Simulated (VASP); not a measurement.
# Li (P6_3/mmc) in VASP: a series of runs, part 2 of 3

VASP 6.6.1. The steps go on from the part before.

### 4 Single point, PBEsol

This run uses another cell than the first one: it holds 4 atoms, not 2.

Contents of INCAR:

```
PREC = Accurate ; ENCUT = 520
EDIFF = 1E-6 ; ISMEAR = -1
SIGMA = 0.08 ; LREAL = False
LASPH = True ; NELM = 60
ALGO = Normal ; ISIF = 2
LWAVE = False ; LCHARG = True
GGA = PS ; LELF = True
LVHAR = True ; NBANDS = 14
```

Contents of KPOINTS:

```
regular mesh
0
Gamma
  11 11 7
```

Contents of POSCAR:

```
Li
1.0
    2.5459690793      0.0000000000      0.0000000000
   -1.2729845396      2.2048738999      0.0000000000
    0.0000000000      0.0000000000      8.5373054786
Li
4
Direct
    0.0000000000      0.0000000000      0.0000000000
    0.0000000000      0.0000000000      0.5000000000
    0.3333333333      0.6666666667      0.2500000000
    0.6666666667      0.3333333333      0.7500000000
```

Potentials or basis: VASP PAW PBE potentials, release 64 (Li_sv).

Launch:

```sh
$ cat potpaw_PBE.64/Li_sv/POTCAR > POTCAR
$ mpirun -np 1 vasp_std > vasp.out
```

OUTCAR:

```text
PREC = Accurate
   ENCUT = 520
   EDIFF = 1E-6
   ISMEAR = -1
   LREAL = False
   LASPH = True
   NELM = 60
   ISIF = 2
   GGA = PS

 ion  position               nearest neighbor table
   1  0.000  0.000  0.000-   3 2.59   4 2.59   3 2.59   4 2.59   4 2.59   3 2.59
   2  0.000  0.000  0.500-   3 2.59   4 2.59   3 2.59   4 2.59   4 2.59   3 2.59
   3  0.333  0.667  0.250-   1 2.59   2 2.59   1 2.59   2 2.59   1 2.59   2 2.59
   4  0.667  0.333  0.750-   1 2.59   2 2.59   1 2.59   2 2.59   1 2.59   2 2.59

  LATTYP: Found a hexagonal cell.
 ALAT       =     2.5459690793
 C/A-ratio  =     3.3532636150

  Lattice vectors:

 A1 = (   2.5459690793,   0.0000000000,   0.0000000000)
 A2 = (  -1.2729845396,   2.2048738999,   0.0000000000)
 A3 = (   0.0000000000,   0.0000000000,   8.5373054786)

Analysis of symmetry for initial positions (statically):
=====================================================================
 Subroutine PRICEL returns:
 Original cell was already a primitive cell.

 Routine SETGRP: Setting up the symmetry group for a
 hexagonal supercell.

 Subroutine GETGRP returns: Found 24 space group operations
 (whereof 12 operations were pure point group operations)
 out of a pool of 24 trial point group operations.

The static configuration has the point symmetry D_3d.
 The point group associated with its full space group is D_6h.

Analysis of symmetry for dynamics (positions and initial velocities):
=====================================================================
 Subroutine PRICEL returns:
 Original cell was already a primitive cell.

 Routine SETGRP: Setting up the symmetry group for a
 hexagonal supercell.

 Subroutine GETGRP returns: Found 24 space group operations
 (whereof 12 operations were pure point group operations)
 out of a pool of 24 trial point group operations.

The dynamic configuration has the point symmetry D_3d.
 The point group associated with its full space group is D_6h.

 Subroutine INISYM returns: Found 24 space group operations
 (whereof 12 operations are pure point group operations),
 and found     1 'primitive' translations

----------------------------------------------------------------------------------------

                                     Primitive cell

  volume of cell :      47.9245

  direct lattice vectors                    reciprocal lattice vectors
     2.545969079  0.000000000  0.000000000     0.392777747  0.226770338  0.000000000
    -1.272984540  2.204873900  0.000000000     0.000000000  0.453540676  0.000000000
     0.000000000  0.000000000  8.537305479     0.000000000  0.000000000  0.117132976

  length of vectors
     2.545969079  2.545969079  8.537305479     0.453540676  0.453540676  0.117132976

  position of ions in fractional coordinates (direct lattice)
     0.000000000  0.000000000  0.000000000
     0.000000000  0.000000000  0.500000000
     0.333333333  0.666666667  0.250000000
     0.666666667  0.333333333  0.750000000

  ion indices of the primitive-cell ions
   primitive index   ion index
                 1           1
                 2           2
                 3           3
                 4           4

[... 50 lines left out ...]
  0.090909  0.090909  0.142857     12.000000
  0.181818  0.090909  0.142857     24.000000
 [... further k-points ...]
   k-points           NKPTS =     64   k-points in BZ     NKDIM =     64   number of bands    NBANDS=     14
   number of dos      NEDOS =    301   number of ions     NIONS =      4
   total plane-waves  NPLWV =  25600
   dimension x,y,z NGX =    20 NGY =   20 NGZ =   64
   dimension x,y,z NGXF=    40 NGYF=   40 NGZF=  128
   ions per type =               4
   NGX,Y,Z   is equivalent  to a cutoff of  13.06, 13.06, 12.46 a.u.
   NGXF,Y,Z  is equivalent  to a cutoff of  26.12, 26.12, 24.93 a.u.
 SYSTEM =  unknown system
   PREC   = accura    normal or accurate (medium, high low for compatibility)
   ISTART =      0    job   : 0-new  1-cont  2-samecut
   ICHARG =      2    charge: 1-file 2-atom 10-const
   ISPIN  =      1    spin polarized calculation?
   LNONCOLLINEAR =      F non collinear calculations
   LSORBIT =      F    spin-orbit coupling
   LASPH  =      T    aspherical Exc in radial PAW
   ENCUT  =  520.0 eV  38.22 Ry    6.18 a.u.   4.73  4.73 15.87*2*pi/ulx,y,z
   NELM   =     60;   NELMIN=  2; NELMDL= -5     # of ELM steps
   EDIFF  = 0.1E-05   stopping-criterion for ELM
   LREAL  =      F    real-space projection
   EDIFFG = 0.1E-04   stopping-criterion for IOM
   NSW    =      0    number of steps for IOM
   IBRION =     -1    ionic relax: 0-MD 1-quasi-New 2-CG
   NFREE  =      0    steps in history (QN), initial steepest desc. (CG)
   ISIF   =      2    stress and relaxation
   ISYM   =      2    0-nonsym 1-usesym 2-fastsym
   POTIM  = 0.5000    time-step for ionic-motion
   TEBEG  =    0.0;   TEEND  =   0.0 temperature during run
   PSTRESS=    0.0 pullay stress
   NELECT =      12.0000    total number of electrons
   NUPDOWN=      -1.0000    fix difference up-down
   EMIN   =  10.00;   EMAX   =-10.00  energy-range for DOS
   EFERMI =   0.00;   METHOD = LEGACY
   ISMEAR =    -1;   SIGMA  =   0.08  broadening in eV -4-tet -1-fermi 0-gaus
   EFERMI_NEDOS =   21; number of points for ismear=-14 and -15
   IALGO  =     38    algorithm
   IMIX   =      4    mixing-type and parameters
     AMIX     =   0.40;   BMIX     =  1.00
     AMIX_MAG =   1.60;   BMIX_MAG =  1.00
  volume/ion in A,a.u.               =      11.98        80.85
  Fermi-wavevector in a.u.,A,eV,Ry     =   1.031849  1.949911 14.486282  1.064712
  Thomas-Fermi vector in A             =   2.166017
   LORBIT       =      0    0 simple, 1 ext, 2 COOP (PROOUT), +10 PAW based schemes
   GGA     = PS    functional components
   LHFCALC =     F    Hartree Fock is set to
   AEXX    =    0.0000 exact exchange contribution
   IVDW    =     0    specifies the selected vdW correction
   LEPSILON=     F    determine dielectric tensor
   LRPA    =     F    only Hartree local field effects (RPA)
 non-spin polarized calculation
  energy-cutoff  :      520.00
  volume of cell :       47.92
 maximum number of plane-waves:      1304
 NGX is ok and might be reduce to    20

 number of electron      11.9999978 magnetization

 Free energy of the ion-electron system (eV)
  ---------------------------------------------------
  ext. energy  EPLUGINS =         0.00000000
  ---------------------------------------------------
  free energy    TOTEN  =        -6.68272872 eV

  energy without entropy =       -6.64668993  energy(sigma->0) =       -6.66470933

 E-fermi :   2.4988     XC(G=0):  -8.4382

 val. band max:        2.4814296984   @ k =   0.3636  -0.0000   0.1429
 cond. band min:       2.5046522628   @ k =   0.4545   0.0909   0.2857
 fundamental gap:      0.0232225645
 Fermi energy:         2.4988103521

 k-point     1 :       0.0000    0.0000    0.0000
  band No.  band energies     occupation
      1     -42.7497      2.00000
      2     -42.6916      2.00000
      3     -42.6867      2.00000
      4     -42.6286      2.00000
      5      -1.5875      2.00000
      6      -0.4133      2.00000
      7      -0.4126      2.00000
      8       1.9317      1.99833
      9       7.4205      0.00000
     10      13.4492      0.00000
     11      13.4547      0.00000
     12      20.8237      0.00000
     13      20.8237      0.00000
     14      21.5958      0.00000
[... 377 lines left out ...]
      1     -42.6895      2.00000
      2     -42.6556      2.00000
      3     -42.6349      2.00000
      4     -42.6009      2.00000
      5      -0.5166      2.00000
      6       0.3925      2.00000
      7       1.1312      2.00000
      8       3.5161      0.00001
      9       7.4393      0.00000
     10      12.0331      0.00000
     11      13.6277      0.00000
     12      14.6625      0.00000
     13      15.1009      0.00000
     14      15.8450      0.00000

 [... further k-points ...]
[... 5 lines left out ...]
  --------------------------------------------------------------------------------------
  -------------------------------------------------------------------------------------
  Total        5.0423667      5.0423667      5.0375554      0.0000000      0.0000000      0.0000000
  in kB      168.5727235    168.5727235    168.4118751      0.0000000      0.0000000      0.0000000
  external PRESSURE =     168.5191074 kB  Pullay stress =       0.0000000 kB

 VOLUME and BASIS-vectors are now :
 -----------------------------------------------------------------------------
  energy-cutoff  :      520.00
  volume of cell :       47.92
      direct lattice vectors                 reciprocal lattice vectors
     2.545969079  0.000000000  0.000000000     0.392777747  0.226770338  0.000000000
    -1.272984540  2.204873900  0.000000000     0.000000000  0.453540676  0.000000000
     0.000000000  0.000000000  8.537305479     0.000000000  0.000000000  0.117132976

 POSITION                                       TOTAL-FORCE (eV/Angst)
 -----------------------------------------------------------------------------------
      0.00000      0.00000      0.00000         0.000000      0.000000      0.000000
      0.00000      0.00000      4.26865         0.000000      0.000000      0.000000
     -0.00000      1.46992      2.13433         0.000000      0.000000     -0.000000
      1.27298      0.73496      6.40298        -0.000000     -0.000000     -0.000000
 -----------------------------------------------------------------------------------
    total drift:                                0.000000     -0.000000      0.000000

  FREE ENERGIE OF THE ION-ELECTRON SYSTEM (eV)
  ---------------------------------------------------
  free  energy   TOTEN  =        -6.6827287220 eV

  energy  without entropy=       -6.6466899329  energy(sigma->0) =       -6.66470933
```

stdout:

```text
POSCAR found type information on POSCAR Li
 POSCAR found :  1 types and       4 ions
 scaLAPACK will be used
 -----------------------------------------------------------------------------
|                                                                             |
|                                                                             |
|     You enforced a specific xc type in the INCAR file but a different       |
|     I HOPE YOU KNOW WHAT YOU ARE DOING!                                     |
|                                                                             |
 -----------------------------------------------------------------------------

 LDA part: xc-table for (Slater+PW92), standard interpolation
 POSCAR, INCAR and KPOINTS ok, starting setup
 FFT: planning ... GRIDC
 FFT: planning ... GRID_SOFT
 FFT: planning ... GRID
 WAVECAR not read
 entering main loop
```

Wall time 19 s (1 thread of Intel Xeon 6975P-C (Granite Rapids), shared host); peak memory 0.16 GiB.

What came out:

```yaml
Free_energy: -6.6827 eV
Band_gap_on_the_k_mesh: zero (band 6 reaches 4.52 eV, above the bottom of band 7 at -0.41 eV)
```

Caveat: the cutoff is under 1.25 times the usual one of these potentials, so pressure, stress and relaxed cells hold a basis-set (Pulay) error; the PAW data sets were made with another functional, which shifts forces and pressure a little.

### 5 Relaxation of cell and atoms, PBEsol, target pressure 17 GPa, at which the enthalpy is minimised

Contents of INCAR:

```
PREC     = Accurate       # precision mode
ENCUT    = 600            # plane-wave cutoff, eV
EDIFF    = 1E-6           # SCF threshold, eV
ISMEAR   = -1             # smearing method
SIGMA    = 0.08           # smearing width, eV
LREAL    = F              # projectors in reciprocal space
LASPH    = T              # aspherical terms in the spheres
NELM     = 100            # most SCF steps
ALGO     = Normal         # electronic algorithm
ISIF     = 3              # what is computed and relaxed
LWAVE    = F              # write WAVECAR
LCHARG   = F              # write CHGCAR
GGA      = PS             # functional
IBRION   = 2              # ionic algorithm
NSW      = 32             # ionic steps
EDIFFG   = -0.005         # ionic threshold
PSTRESS  = 170.0
```

Contents of KPOINTS:

```
regular mesh
0
Gamma
  17 17 9
```

Contents of POSCAR:

```
Li
1.0
    2.5638452089      0.0000000000      0.0000000000
   -1.2819226044      2.2203550823      0.0000000000
    0.0000000000      0.0000000000      4.2127998702
Li
2
Direct
    0.3333333333      0.6666666667      0.2500000000
    0.6666666667      0.3333333333      0.7500000000
```

Potentials or basis: VASP PAW PBE potentials, release 64 (Li_sv).

Launch:

```sh
$ cat potpaw_PBE.64/Li_sv/POTCAR > POTCAR
$ mpirun -np 1 vasp_std > vasp.out
```

OUTCAR:

```text
PREC = Accurate
   ENCUT = 600
   EDIFF = 1E-6
   ISMEAR = -1
   LREAL = F
   LASPH = T
   NELM = 100
   ISIF = 3
   GGA = PS
   IBRION = 2
   NSW = 32
   EDIFFG = -0.005
   PSTRESS = 170.0

 ion  position               nearest neighbor table
   1  0.333  0.667  0.250-   2 2.57   2 2.57   2 2.57   2 2.57   2 2.57   2 2.57
   2  0.667  0.333  0.750-   1 2.57   1 2.57   1 2.57   1 2.57   1 2.57   1 2.57

  LATTYP: Found a hexagonal cell.
 ALAT       =     2.5638452089
 C/A-ratio  =     1.6431568706

  Lattice vectors:

 A1 = (   2.5638452089,   0.0000000000,   0.0000000000)
 A2 = (  -1.2819226044,   2.2203550823,   0.0000000000)
 A3 = (   0.0000000000,   0.0000000000,   4.2127998702)

Analysis of symmetry for initial positions (statically):
=====================================================================
 Subroutine PRICEL returns:
 Original cell was already a primitive cell.

 Routine SETGRP: Setting up the symmetry group for a
 hexagonal supercell.

 Subroutine GETGRP returns: Found 24 space group operations
 (whereof 12 operations were pure point group operations)
 out of a pool of 24 trial point group operations.

The static configuration has the point symmetry D_3d.
 The point group associated with its full space group is D_6h.

Analysis of symmetry for dynamics (positions and initial velocities):
=====================================================================
 Subroutine PRICEL returns:
 Original cell was already a primitive cell.

 Routine SETGRP: Setting up the symmetry group for a
 hexagonal supercell.

 Subroutine GETGRP returns: Found 24 space group operations
 (whereof 12 operations were pure point group operations)
 out of a pool of 24 trial point group operations.

[... 121 lines left out ...]
     AMIX_MAG =   1.60;   BMIX_MAG =  1.00
  volume/ion in A,a.u.               =      11.99        80.92
  Fermi-wavevector in a.u.,A,eV,Ry     =   1.031566  1.949377 14.478338  1.064128
  Thomas-Fermi vector in A             =   2.165720
   LORBIT       =      0    0 simple, 1 ext, 2 COOP (PROOUT), +10 PAW based schemes
   GGA     = PS    functional components
   LHFCALC =     F    Hartree Fock is set to
   AEXX    =    0.0000 exact exchange contribution
   IVDW    =     0    specifies the selected vdW correction
   LEPSILON=     F    determine dielectric tensor
   LRPA    =     F    only Hartree local field effects (RPA)
 conjugate gradient relaxation of ions
 non-spin polarized calculation
  energy-cutoff  :      600.00
  volume of cell :       23.98
 maximum number of plane-waves:       815
   NGX = 11   NGY = 11   NGZ = 17

--------------------------------------- Ionic step        1  -------------------------------------------

 number of electron       6.0000011 magnetization

 Free energy of the ion-electron system (eV)
  ---------------------------------------------------
  ext. energy  EPLUGINS =         0.00000000
  ---------------------------------------------------
  free energy    TOTEN  =        -3.34350015 eV

  energy without entropy =       -3.32429675  energy(sigma->0) =       -3.33389845

------------------------ aborting loop because EDIFF is reached ----------------------------------------

  FORCE on cell =-STRESS in cart. coord.  units (eV):
  Direction    XX          YY          ZZ          XY          YZ          ZX
  --------------------------------------------------------------------------------------
  -------------------------------------------------------------------------------------
  Total        2.5138041      2.5138041      2.5139564      0.0000000      0.0000000      0.0000000
  in kB      167.9410836    167.9410836    167.9512555      0.0000000      0.0000000      0.0000000
  external PRESSURE =      -2.0555258 kB  Pullay stress =     170.0000000 kB
[... 63 lines left out ...]
--------------------------------------- Ionic step        3  -------------------------------------------

 number of electron       6.0000012 magnetization

 Free energy of the ion-electron system (eV)
  ---------------------------------------------------
  ext. energy  EPLUGINS =         0.00000000
  ---------------------------------------------------
  free energy    TOTEN  =        -3.33469923 eV

  energy without entropy =       -3.31552416  energy(sigma->0) =       -3.32511170

 E-fermi :   2.4655     XC(G=0):  -8.4467

 val. band max:        2.4235278248   @ k =   0.2353   0.1765   0.4444
 cond. band min:       2.4884730162   @ k =   0.4706   0.0588   0.2222
 fundamental gap:      0.0649451914
 Fermi energy:         2.4654684357

 k-point     1 :       0.0000    0.0000    0.0000
  band No.  band energies     occupation
      1     -42.7306      2.00000
      2     -42.6007      2.00000
      3      -1.5807      2.00000
      4       2.0996      1.97956
      5       7.6116      0.00000
      6      20.4132      0.00000
      7      20.4132      0.00000
[... 221 lines left out ...]
 k-point    24 :       0.1765    0.1765    0.0000
  band No.  band energies     occupation
      1     -42.6463      2.00000
      2     -42.5662      2.00000
      3       0.1033      2.00000
      4       4.9016      0.00000
      5       7.1841      0.00000
      6      11.3745      0.00000
      7      14.2713      0.00000

 [... further k-points ...]
[... 5 lines left out ...]
  --------------------------------------------------------------------------------------
  -------------------------------------------------------------------------------------
  Total        2.5353023      2.5353023      2.5359400      0.0000000      0.0000000      0.0000000
  in kB      169.9688956    169.9688956    170.0116468      0.0000000      0.0000000      0.0000000
  external PRESSURE =      -0.0168540 kB  Pullay stress =     170.0000000 kB
[... 21 lines left out ...]
  energy  without entropy=       -3.3155241634  energy(sigma->0) =       -3.32511170

  enthalpy is  TOTEN    =        -0.7989329573 eV   P V=        2.5357662726

 reached required accuracy - stopping structural energy minimisation
```

OSZICAR:

```text
N       E                     dE             d eps       ncg     rms          rms(c)
DAV:   1     0.907279002120E+01    0.90728E+01   -0.36524E+03  2331   0.953E+02
[... 17 lines left out ...]
   2 F= -.79892505E+00 E0= -.78933240E+00  d E =-.476338E-04
       N       E                     dE             d eps       ncg     rms          rms(c)
DAV:   1    -0.333470352697E+01    0.31825E-02   -0.27831E-04  3129   0.184E-01    0.303E-02
DAV:   2    -0.333470209091E+01    0.14361E-05   -0.43106E-05  2562   0.641E-02    0.213E-02
DAV:   3    -0.333470031143E+01    0.17795E-05   -0.13085E-05  3976   0.293E-02    0.103E-02
DAV:   4    -0.333469900673E+01    0.13047E-05   -0.14719E-06  1876   0.141E-02    0.200E-03
DAV:   5    -0.333469922994E+01   -0.22320E-06   -0.35879E-07  1309   0.539E-03
   3 F= -.79893296E+00 E0= -.78934542E+00  d E =-.555365E-04
```

Wall time 95 s (1 thread of AMD EPYC 7R13, shared host); peak memory 0.12 GiB.

What came out:

* Free energy: -3.3347 eV
* Relaxed volume: 11.95 Å³/atom
* Relaxed cell: a = 2.561 Å, b = 2.561 Å, c = 4.208 Å, α = 90.00°, β = 90.00°, γ = 120.00°
* Space group after relaxing (to 0.05 Å): P6_3/mmc (No. 194)
* Energy change on relaxing (the enthalpy is what falls): +4.4 meV/atom
* Ionic steps: 3
* Pressure after relaxing: 17.0 GPa
* Band gap on the k mesh: zero (band 3 reaches 4.94 eV, above the bottom of band 4 at -0.08 eV)

Step by step:
```tsv
step	energy change (eV)	largest force (eV/Å)	pressure (GPa)	volume (Å³)
1	0.0000	0.0000	16.79	23.98
2	0.0056	0.0000	16.93	23.93
3	0.0088	0.0000	17.00	23.90
```

Final structure:
```yaml
crystal:
  lattice:
    - [2.56086, 0.00000, 0.00000]
    - [-1.28043, 2.21777, 0.00000]
    - [0.00000, 0.00000, 4.20792]
  atoms:
    - { symbol: Li, position: [0.33333, 0.66667, 0.25000] }
    - { symbol: Li, position: [0.66667, 0.33333, 0.75000] }
```

Levels at points of the mesh, in eV from the Fermi level:
| k point | band 1 | band 2 | band 3 | band 4 | band 5 | band 6 | band 7 |
| --- | --- | --- | --- | --- | --- | --- | --- |
| (0.00, 0.00, 0.00) | -45.20 | -45.07 | -4.05 | -0.37 | 5.15 | 17.95 | 17.95 |

Caveat: the cutoff is under 1.25 times the usual one of these potentials, so pressure, stress and relaxed cells hold a basis-set (Pulay) error; the cell is relaxed towards a set pressure, so the enthalpy falls and the energy may rise; the PAW data sets were made with another functional, which shifts forces and pressure a little.

(Continued in part 3 of 3.)
